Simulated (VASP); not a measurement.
Set up this calculation in VASP 6.6.1, as the native input.

| Property | Result |
| --- | --- |
| Task | single point |
| Functional | r2SCAN |
| Potentials or basis | VASP PAW PBE potentials, release 64 (Sb) |
| Cutoff | 550 eV |
| k mesh | 16 × 16 × 16 |
| Occupations | gaussian, width 0.1 eV |
| Spin | no spin polarisation |
| Dipole correction | no |
| Further INCAR settings | ALGO = Normal; EDIFF = 1e-06; NBANDS = 8 |

The system is Sb.

```
Sb
1.0
     3.14928    0.00000    0.00000
     0.00000    3.14928    0.00000
     0.00000    0.00000    3.05048
Sb
1
Direct
  0.00000 0.00000 0.00000
```

This cell differs from its parent crystal: biaxial strain in the a-b plane: +2.0 %.

These files were run (other wordings do the same):

POSCAR

```
Sb
1.0
    3.1492830155      0.0000000000      0.0000000000
    0.0000000000      3.1492830155      0.0000000000
    0.0000000000      0.0000000000      3.0504819797
Sb
1
Direct
    0.0000000000      0.0000000000      0.0000000000
```

INCAR.step1

```
ALGO     = Normal         # electronic algorithm
EDIFF    = 1E-5           # SCF threshold, eV
ENCUT    = 550            # plane-wave cutoff, eV
GGA      = PE             # functional
GGA_COMPAT= F            
ISMEAR   = 0              # smearing method
LASPH    = T              # aspherical terms in the spheres
LCHARG   = F              # write CHGCAR
LREAL    = F              # projectors in reciprocal space
LWAVE    = T              # write WAVECAR
NBANDS   = 8              # bands
NELM     = 120            # most SCF steps
PREC     = Accurate       # precision mode
SIGMA    = 0.1            # smearing width, eV
```

INCAR.step2

```
ALGO     = Normal         # electronic algorithm
EDIFF    = 1E-6           # SCF threshold, eV
ENCUT    = 550            # plane-wave cutoff, eV
GGA_COMPAT= F            
ISIF     = 2              # what is computed and relaxed
ISMEAR   = 0              # smearing method
ISTART   = 1            
LASPH    = T              # aspherical terms in the spheres
LCHARG   = T              # write CHGCAR
LELF     = T              # ELF
LMIXTAU  = T            
LREAL    = F              # projectors in reciprocal space
LVHAR    = T            
LWAVE    = F              # write WAVECAR
METAGGA  = R2SCAN         # meta-GGA
NBANDS   = 8              # bands
NELM     = 120            # most SCF steps
PREC     = Accurate       # precision mode
SIGMA    = 0.1            # smearing width, eV
```

KPOINTS

```
k-points
0
Gamma
  16 16 16
```

Potentials or basis: VASP PAW PBE potentials, release 64 (Sb).

The run is started by

```console
$ cat potpaw_PBE.64/Sb/POTCAR > POTCAR
$ cp INCAR.step1 INCAR
$ mpirun -np 1 vasp_std > vasp.out
$ cp INCAR.step2 INCAR
$ mpirun -np 1 vasp_std > vasp.out
```

It gave:

```json
{
  "Pressure": "-1.6 GPa"
}
```

Caveat: the cell differs from its parent crystal (biaxial strain in the a-b plane: +2.0 %); the PAW data sets were made with another functional, which shifts forces and pressure a little.

It took 76 s on 1 thread of Intel(R) Xeon(R) 6975P-C (Granite Rapids), on a shared host, peak memory 0.22 GiB.
